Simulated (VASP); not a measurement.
A run of VASP 6.6.1 is set up as follows.

File POSCAR:

```
ZnO
1.0
    5.6085677866      0.0000000000      0.0000000000
    0.0000000000      5.6085677866      0.0000000000
    0.0000000000      0.0000000000      3.2789687432
Zn O
4 4
Direct
    0.1816732163      0.1816732163      0.5000000000
    0.8183267837      0.8183267837      0.5000000000
    0.6816732163      0.3183267837      0.0000000000
    0.3183267837      0.6816732163      0.0000000000
    0.8184370476      0.1815629524      0.5000000000
    0.1815629524      0.8184370476      0.5000000000
    0.6815629524      0.6815629524      0.0000000000
    0.3184370476      0.3184370476      0.0000000000
```

INCAR.step1

```
PREC = Accurate
ENCUT = 600
ISMEAR = -1
SIGMA = 0.02
LREAL = False
LASPH = True
NELM = 80
GGA = PE
ALGO = Normal
EDIFF = 1E-4
LWAVE = True
LCHARG = False
```

The input INCAR.step2:

```
PREC = Accurate
ENCUT = 600
EDIFF = 1E-6
ISMEAR = -1
SIGMA = 0.02
LREAL = False
LASPH = True
NELM = 80
ALGO = Normal
ISIF = 3
LWAVE = False
LCHARG = False
METAGGA = R2SCAN
LMIXTAU = True
IBRION = 2
NSW = 80
EDIFFG = -0.005
ISTART = 1
```

File KPOINTS:

```
Automatic mesh
0
Gamma
  4 4 8
```

Potentials or basis: VASP PAW PBE potentials, release 64 (Zn, O).

Run with:

```sh
$ cat potpaw_PBE.64/Zn/POTCAR potpaw_PBE.64/O/POTCAR > POTCAR
$ cp INCAR.step1 INCAR
$ mpirun -np 1 vasp_std > vasp.out
$ cp INCAR.step2 INCAR
$ mpirun -np 1 vasp_std > vasp.out
```

Question: Estimate the relaxed volume.

Answer: 12.40 Å³/atom.

Question: What does it give for the relaxed cell?

Answer: a = 5.517 Å, b = 5.517 Å, c = 3.260 Å, α = 90.00°, β = 90.00°, γ = 90.00°.

Final structure:
```
Zn O
1.0
     5.51707    0.00000    0.00000
     0.00000    5.51707    0.00000
     0.00000    0.00000    3.26024
Zn O
4 4
Direct
  0.18192 0.18192 0.50000
  0.81808 0.81808 0.50000
  0.68192 0.31808 0.00000
  0.31808 0.68192 0.00000
  0.81720 0.18280 0.50000
  0.18280 0.81720 0.50000
  0.68280 0.68280 0.00000
  0.31720 0.31720 0.00000
```

Caveat: the PAW data sets were made with another functional, which shifts forces and pressure a little.
